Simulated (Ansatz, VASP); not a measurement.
## Two plane-wave programs on MgO

Contents of POSCAR:

```
MgO
1.0
    0.0000000000      2.3061600000      2.3061600000
    2.3061600000      0.0000000000      2.3061600000
    2.3061600000      2.3061600000      0.0000000000
Mg O
1 1
Direct
    0.5000000000      0.5000000000      0.5000000000
    0.7500000000      0.7500000000      0.7500000000
```

INCAR.step1

```
ALGO = Normal
EDIFF = 1E-5
ENCUT = 600
GGA = PE
ISMEAR = -1
LASPH = T
LCHARG = F
LREAL = F
LWAVE = T
NBANDS = 11
NELM = 60
PREC = Accurate
SIGMA = 0.05
```

The input INCAR.step2:

```
AEXX = 0.25
ALGO = Normal
EDIFF = 1E-6
EDIFFG = -0.01
ENCUT = 600
GGA = PE
IBRION = 2
ISIF = 3
ISMEAR = -1
ISTART = 1
LASPH = T
LCHARG = F
LHFCALC = T
LREAL = F
LWAVE = F
NELM = 60
NSW = 60
PREC = Accurate
PRECFOCK = Normal
SIGMA = 0.05
```

KPOINTS

```
k-points
0
Gamma
  5 5 5
```

File input:

```
crystal:
  lattice:
    - [0.0, 2.30616, 2.30616]
    - [2.30616, 0.0, 2.30616]
    - [2.30616, 2.30616, 0.0]
  atoms:
    - { symbol: Mg, position: [0.5, 0.5, 0.5] }
    - { symbol: O, position: [0.75, 0.75, 0.75] }
hamiltonian:
  xc: pbe0
  pseudopotentials: { kind: paw }
kpoints:
  mp_grid: { grid: [5, 5, 5] }
scf:
  occupations: { method: fermi_dirac, width: 0.05 }
output:
  forces: true
  stress: true
  eigenvalues: true
  write_density: true
  write_potential: true
  elf: true
  volumetric_format: npy
relax:
  f_tol: 0.01
  max_steps: 40
  cell: { stress_tol: 0.05 }
```

Alike in both runs: task relaxation of cell and atoms; functional PBE0; k mesh 5 × 5 × 5; occupations fermi-dirac, width 0.05 eV; no spin polarisation.

```csv
,VASP,Ansatz
version,VASP 6.6.1,Ansatz 0.2.0
potentials or method,"VASP PAW PBE potentials, release 64 (Mg, O)",Ansatz PAW
plane-wave cutoff (eV),600,420
valence electrons in the cell,8,16
```

Ansatz gave:

```
gap on the k mesh at the Fermi level, each at its own relaxed structure (eV) : 5.99
relaxed volume (Å³/atom)                                                     : 11.88
relaxed cell length with the largest relative difference (Å)                 : 3.227
```

Question: Which values does VASP return?

Answer: gap on the k mesh at the Fermi level, each at its own relaxed structure (eV): 6.01; relaxed volume (Å³/atom): 11.84; relaxed cell length with the largest relative difference (Å): 3.224.

VASP's potentials hold 8 valence electrons a cell and Ansatz's 16, so a difference there can come from the potentials and not from the codes.

The k mesh is coarse, so the values compare programs but aren't converged. Noted on Ansatz's run: odd divisions of the mesh miss points on the zone boundary, where band edges often lie, so the gap on the mesh can be too wide; the plane-wave basis is chosen anew once the cell has moved, so the energies of steps on either side of that aren't comparable.
